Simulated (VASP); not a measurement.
RbBr: single point with r2SCAN

RbBr:

```
Rb Br
1.0
     0.00000    3.46083    3.46083
     3.46083    0.00000    3.46083
     3.46083    3.46083    0.00000
Rb Br
1 1
Direct
  0.00000 0.00000 0.00000
  0.50000 0.50000 0.50000
```

```json
{"Program": "VASP 6.6.1", "Task": "single point", "Functional": "r2SCAN", "Potentials or basis": "VASP PAW PBE potentials, release 64 (Rb_sv, Br)", "Cutoff": "520 eV", "k mesh": "6 × 6 × 6", "Occupations": "gaussian, width 0.01 eV", "Spin": "no spin polarisation", "Dipole correction": "no", "Further INCAR settings": "ALGO = Normal; EDIFF = 1e-06; NBANDS = 15"}
```

* Pressure: 0.0 GPa
* Band gap on the k mesh: 4.89 eV

Levels at points of the mesh, in eV from the valence-band top:
| k point | band 4 | band 5 | band 6 | band 7 | band 8 | band 9 | band 10 | band 11 | band 12 | band 13 |
| --- | --- | --- | --- | --- | --- | --- | --- | --- | --- | --- |
| (0.00, 0.00, 0.00) | -8.75 | -8.75 | 0.00 | 0.00 | 0.00 | 4.89 | 7.87 | 7.87 | 7.87 | 8.92 |
| (0.50, 0.00, 0.00) | -8.75 | -8.70 | -0.92 | -0.32 | -0.32 | 7.22 | 8.17 | 10.14 | 10.14 | 10.76 |
| (0.50, 0.50, 0.00) | -8.81 | -8.81 | -0.47 | -0.16 | -0.16 | 6.09 | 7.84 | 9.57 | 10.00 | 10.23 |

Wall time 53 s on 1 thread of AMD EPYC 9R45 96-Core Processor (Zen 5), with other jobs on the host, peak memory 0.19 GiB.

Caveat: the PAW data sets were made with another functional, which shifts forces and pressure a little.
